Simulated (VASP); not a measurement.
# Fe (Im-3m) in VASP: further runs, part 2 of 2

VASP 6.6.1.

## 3. Single point, r2SCAN, collinear spin, ferromagnetic start

File POSCAR:

```
Fe
1.0
   -1.4640000000      1.4640000000      1.4640000000
    1.4640000000     -1.4640000000      1.4640000000
    1.4640000000      1.4640000000     -1.4640000000
Fe
1
Direct
    0.0000000000      0.0000000000      0.0000000000
```

File INCAR.step1:

```
  PREC = Accurate
  ENCUT = 520
  ISMEAR = -1
  SIGMA = 0.1
  LREAL = False
  LASPH = True
  NELM = 150
  ISPIN = 2
  MAGMOM = 0.62
  NUPDOWN = 0.62
  LMAXMIX = 4
  NBANDS = 14
  GGA = PE
  ALGO = Normal
  EDIFF = 1E-4
  LWAVE = True
  LCHARG = False
```

File INCAR.step2:

```
  PREC = Accurate
  ENCUT = 520
  EDIFF = 1E-7
  ISMEAR = -1
  SIGMA = 0.1
  LREAL = False
  LASPH = True
  NELM = 150
  ALGO = Normal
  ISIF = 2
  LWAVE = False
  LCHARG = False
  ISPIN = 2
  MAGMOM = 0.62
  LORBIT = 11
  NUPDOWN = 0.62
  LMAXMIX = 4
  METAGGA = R2SCAN
  LMIXTAU = True
  NBANDS = 14
  ISTART = 1
```

File KPOINTS:

```
regular mesh
0
Gamma
  14 14 14
```

Potentials or basis: VASP PAW PBE potentials, release 64 (Fe).

On the command line:

```console
> cat potpaw_PBE.64/Fe/POTCAR > POTCAR
> cp INCAR.step1 INCAR
> mpirun -np 1 vasp_std > vasp.out
> cp INCAR.step2 INCAR
> mpirun -np 1 vasp_std > vasp.out
```

OUTCAR:

```text
PREC = Accurate
   ENCUT = 520
   EDIFF = 1E-7
   ISMEAR = -1
   LREAL = False
   LASPH = True
   NELM = 150
   ISIF = 2
   ISPIN = 2
   LORBIT = 11
   NUPDOWN = 0.62
   METAGGA = R2SCAN
   ISTART = 1

 ion  position               nearest neighbor table
   1  0.000  0.000  0.000-

  LATTYP: Found a body centered cubic cell.
 ALAT       =     2.9280000000

  Lattice vectors:
[... 1024 lines left out ...]
  Direction    XX          YY          ZZ          XY          YZ          ZX
  --------------------------------------------------------------------------------------
  -------------------------------------------------------------------------------------
  Total       -2.1861221     -2.1861221     -2.1861221      0.0000000      0.0000000     -0.0000000
  in kB     -279.0626839   -279.0626839   -279.0626839      0.0000000      0.0000000     -0.0000000
  external PRESSURE =    -279.0626839 kB  Pullay stress =       0.0000000 kB

 VOLUME and BASIS-vectors are now :
 -----------------------------------------------------------------------------
  energy-cutoff  :      520.00
  volume of cell :       12.55
      direct lattice vectors                 reciprocal lattice vectors
    -1.464000000  1.464000000  1.464000000     0.000000000  0.341530055  0.341530055
     1.464000000 -1.464000000  1.464000000     0.341530055  0.000000000  0.341530055
     1.464000000  1.464000000 -1.464000000     0.341530055  0.341530055  0.000000000

 POSITION                                       TOTAL-FORCE (eV/Angst)
 -----------------------------------------------------------------------------------
      0.00000      0.00000      0.00000         0.000000     -0.000000      0.000000
 -----------------------------------------------------------------------------------
    total drift:                                0.000000     -0.000000      0.000000

  FREE ENERGIE OF THE ION-ELECTRON SYSTEM (eV)
  ---------------------------------------------------
  free  energy   TOTEN  =       -13.3015064389 eV

  energy  without entropy=      -13.2330847962  energy(sigma->0) =      -13.26729562

 total charge

# of ion       s       p       d       tot
------------------------------------------
    1        0.449   0.466   6.177   7.092

 magnetization (x)

# of ion       s       p       d       tot
------------------------------------------
    1       -0.006  -0.079   0.765   0.680
```

OSZICAR.step1:

```text
N       E                     dE             d eps       ncg     rms          rms(c)
DAV:   1     0.209737995978E+02    0.20974E+02   -0.37918E+03  6262   0.664E+02
DAV:   2    -0.819809684620E+01   -0.29172E+02   -0.27214E+02  6430   0.125E+02
DAV:   3    -0.914876891122E+01   -0.95067E+00   -0.93780E+00  6942   0.232E+01
DAV:   4    -0.915224061026E+01   -0.34717E-02   -0.34705E-02  6922   0.129E+00
DAV:   5    -0.915225921048E+01   -0.18600E-04   -0.18601E-04  6834   0.965E-02    0.103E+01
DAV:   6    -0.790665429819E+01    0.12456E+01   -0.14274E+01  7144   0.421E+01    0.436E+00
DAV:   7    -0.769619342424E+01    0.21046E+00   -0.15604E+00  7252   0.129E+01    0.136E+00
DAV:   8    -0.768653205102E+01    0.96614E-02   -0.17144E-02  7468   0.934E-01    0.631E-01
DAV:   9    -0.768295060883E+01    0.35814E-02   -0.29588E-03  7516   0.327E-01    0.213E-01
DAV:  10    -0.768205868486E+01    0.89192E-03   -0.67401E-04  6912   0.172E-01    0.494E-02
DAV:  11    -0.768207827726E+01   -0.19592E-04   -0.72834E-05  3128   0.789E-02
   1 F= -.76820783E+01 E0= -.76274259E+01  d E =-.109305E+00  mag=     0.6200
```

It took 3.2 min on 1 thread of AMD EPYC 9R45 (Zen 5), shared host; peak memory 0.12 GiB.

Results:

```yaml
Free_energy: -13.3015 eV
Pressure: -27.9 GPa
Net_moment: 0.62 μB per cell
Site_moments: Fe +0.68 μB
Valence_electrons_inside_the_program's_atomic_spheres: Fe 7.09
```

Caveat: the PAW data sets were made with another functional, which shifts forces and pressure a little; the total moment is fixed, so each spin has its own Fermi level.

## 4. Single point, r2SCAN, collinear spin, ferromagnetic start

POSCAR is that of step 3.

File INCAR.step1:

```
SYSTEM = Fe
PREC = Accurate
ENCUT = 520
ISMEAR = -1
SIGMA = 0.1
LREAL = .False.
LASPH = .True.
NELM = 150
ISPIN = 2
MAGMOM = 1.85
NUPDOWN = 1.85
LMAXMIX = 4
NBANDS = 14
GGA = PE
ALGO = Normal
EDIFF = 1E-4
LWAVE = .True.
LCHARG = .False.
```

File INCAR.step2:

```
SYSTEM = Fe
PREC = Accurate
ENCUT = 520
EDIFF = 1E-6
ISMEAR = -1
SIGMA = 0.1
LREAL = .False.
LASPH = .True.
NELM = 150
ALGO = Normal
ISIF = 2
LWAVE = .False.
LCHARG = .True.
ISPIN = 2
MAGMOM = 1.85
LORBIT = 11
NUPDOWN = 1.85
LMAXMIX = 4
METAGGA = R2SCAN
LMIXTAU = .True.
LELF = .True.
LVHAR = .True.
NBANDS = 14
ISTART = 1
```

File KPOINTS:

```
Automatic mesh
0
Gamma
  14 14 14
  0 0 0
```

On the command line:

```console
> cat potpaw_PBE.64/Fe/POTCAR > POTCAR
> cp INCAR.step1 INCAR
> mpirun -np 1 vasp_std > vasp.out
> cp INCAR.step2 INCAR
> mpirun -np 1 vasp_std > vasp.out
```

Run time: 2.2 min. Hardware: 1 thread of AMD EPYC 9R45 (Zen 5), shared host; peak memory 0.12 GiB.

Results (log left out):

| Item | Value |
| --- | --- |
| Free energy | -14.0215 eV |
| Pressure | -25.6 GPa |
| Net moment | 1.85 μB per cell |
| Site moments | Fe +1.94 μB |
| Valence electrons inside the program's atomic spheres | Fe 7.08 |

Caveat: the PAW data sets were made with another functional, which shifts forces and pressure a little; the total moment is fixed, so each spin has its own Fermi level.

## 5. Single point, r2SCAN, collinear spin, ferromagnetic start

POSCAR is that of step 4.

Changes to INCAR.step1 since step 4:

```diff
@@ -9,4 +9,4 @@
 ISPIN = 2
-MAGMOM = 1.85
-NUPDOWN = 1.85
+MAGMOM = 3.08
+NUPDOWN = 3.08
 LMAXMIX = 4
```

Changes to INCAR.step2 since step 4:

```diff
@@ -3,3 +3,3 @@
 ENCUT = 520
-EDIFF = 1E-6
+EDIFF = 1E-7
 ISMEAR = -1
@@ -14,5 +14,5 @@
 ISPIN = 2
-MAGMOM = 1.85
+MAGMOM = 3.08
 LORBIT = 11
-NUPDOWN = 1.85
+NUPDOWN = 3.08
 LMAXMIX = 4
```

KPOINTS is that of step 4.

On the command line:

```console
> cat potpaw_PBE.64/Fe/POTCAR > POTCAR
> cp INCAR.step1 INCAR
> mpirun -np 1 vasp_std > vasp.out
> cp INCAR.step2 INCAR
> mpirun -np 1 vasp_std > vasp.out
```

Wall time 2.7 min (1 thread of AMD EPYC 9R45 (Zen 5), shared host); peak memory 0.12 GiB.

Results (log left out):

| Item | Value |
| --- | --- |
| Free energy | -14.2334 eV |
| Pressure | -0.3 GPa |
| Net moment | 3.08 μB per cell |
| Site moments | Fe +3.12 μB |
| Valence electrons inside the program's atomic spheres | Fe 7.06 |

Caveat: the PAW data sets were made with another functional, which shifts forces and pressure a little; the total moment is fixed, so each spin has its own Fermi level.

## 6. Summary

| fixed moment (μB) | pressure (GPa) | moment (μB) |
| --- | --- | --- |
| 4.93 | 89.3 | 4.93 |
| 0.62 | -27.9 | 0.62 |
| 1.85 | -25.6 | 1.85 |
| 3.08 | -0.3 | 3.08 |

Alike in all rows: task single point; level r2SCAN; potentials or basis VASP PAW PBE potentials, release 64 (Fe); spin collinear, ferromagnetic start; cell as given; k mesh 14 × 14 × 14; cutoff (eV) 520; smearing fermi-dirac 0.1 eV.

Caveats: the PAW data sets were made with another functional, which shifts forces and pressure a little; the total moment is fixed, so each spin has its own Fermi level.

Total energies depend on the potentials used, so only differences within one code and one set of settings carry meaning.
